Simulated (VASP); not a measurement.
Set up this calculation in VASP 6.6.1, as the native input.

| Quantity | Value |
| --- | --- |
| Task | single point |
| Functional | PBE |
| Potentials or basis | VASP PAW PBE potentials, release 64 (Zn) |
| Cutoff | 520 eV |
| k mesh | 20 × 20 × 20 |
| Occupations | gaussian, width 0.15 eV |
| Spin | no spin polarisation |
| Dipole correction | no |
| Further INCAR settings | ALGO = Normal; EDIFF = 1e-06; NBANDS = 12 |

The structure of Zn lies in POSCAR:

```
Zn
1.0
    0.0000000000      2.0138954000      1.9647760000
    2.0138954000      0.0000000000      1.9647760000
    2.0138954000      2.0138954000      0.0000000000
Zn
1
Direct
    0.0000000000      0.0000000000      0.0000000000
```

This cell differs from its parent crystal: strain +0.025 along x and y, +0.000 along z.

The input as run:

INCAR

```
SYSTEM = Zn
  PREC = Accurate
  ENCUT = 520
  EDIFF = 1E-6
  ISMEAR = 0
  SIGMA = 0.15
  LREAL = .False.
  LASPH = .True.
  NELM = 100
  ALGO = Normal
  ISIF = 2
  LWAVE = .False.
  LCHARG = .False.
  GGA = PE
  NBANDS = 12
```

KPOINTS

```
regular mesh
0
Gamma
  20 20 20
  0 0 0
```

Potentials or basis: VASP PAW PBE potentials, release 64 (Zn).

The run is started by

```console
$ cat potpaw_PBE.64/Zn/POTCAR > POTCAR
$ mpirun -np 1 vasp_std > vasp.out
```

Results of the run:

- Pressure: -2.7 GPa
- Band gap on the k mesh: zero (bands 6 and 7 overlap by 3.66 eV)

Caveat: the cell differs from its parent crystal (strain +0.025 along x and y, +0.000 along z).

It took 120 s on 1 thread of Intel Xeon 8259CL, on a shared host, peak memory 0.23 GiB.
